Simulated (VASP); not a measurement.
K:

```
CELL_PARAMETERS angstrom
3.93660 0.00000 0.00000
-1.96830 3.40920 0.00000
0.00000 0.00000 6.37730
ATOMIC_POSITIONS crystal
K 0.33333 0.66667 0.25000
K 0.66667 0.33333 0.75000
```

This isn't the form of K at room conditions, which is bcc.

Base run:

* Program: VASP 6.6.1
* Functional: PBEsol
* Potentials or basis: VASP PAW PBE potentials, release 64 (K_sv)
* Cutoff: 520 eV
* k mesh: 10 × 10 × 5
* Occupations: fermi-dirac, width 0.05 eV
* Spin: no spin polarisation

Its results: band gap on the k mesh zero (bands 9 and 10 overlap by 2.26 eV); pressure 4.8 GPa.

Problem. The run is repeated on the same cell with these changes: dispersion from none to D3(BJ). What comes out?

Solution. Band gap on the k mesh zero (bands 9 and 10 overlap by 2.26 eV); pressure 4.0 GPa.

Dispersion adds attraction, which lowers the pressure at fixed volume and, as a term added to the energy, leaves the levels alone.

Caveats: the cell stands under pressure; the PAW data sets were made with another functional, which shifts forces and pressure a little; three body term missing (at least some runs).
